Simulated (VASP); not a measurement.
Input of a VASP 6.6.1 run:

File INCAR:

```
ALGO     = Normal         # electronic algorithm
EDIFF    = 1E-6           # SCF threshold, eV
ENCUT    = 520            # plane-wave cutoff, eV
GGA      = PE             # functional
ISIF     = 2              # what is computed and relaxed
ISMEAR   = 1              # smearing method
LASPH    = T              # aspherical terms in the spheres
LCHARG   = F              # write CHGCAR
LREAL    = F              # projectors in reciprocal space
LWAVE    = F              # write WAVECAR
NBANDS   = 16             # bands
NELM     = 60             # most SCF steps
PREC     = Accurate       # precision mode
SIGMA    = 0.15           # smearing width, eV
```

The input KPOINTS:

```
k-points
0
Gamma
  5 5 5
```

The input POSCAR:

```
CuI
1.0
    0.0000000000      2.9981682500      2.9981682500
    2.9981682500      0.0000000000      2.9981682500
    2.9981682500      2.9981682500      0.0000000000
Cu I
1 1
Direct
    0.0000000000      0.0000000000      0.0000000000
    0.2500000000      0.2500000000      0.2500000000
```

Potentials or basis: VASP PAW PBE potentials, release 64 (Cu, I).

The run is started by

```sh
$ cat potpaw_PBE.64/Cu/POTCAR potpaw_PBE.64/I/POTCAR > POTCAR
$ mpirun -np 1 vasp_std > vasp.out
```

(1) What does it give for the pressure?

(2) What does it give for the band gap on the k mesh?

Answers

(1) 1.9 GPa.

(2) 1.23 eV, direct.

Caveat: spin-orbit coupling is left out, which moves the levels of the heavy elements.
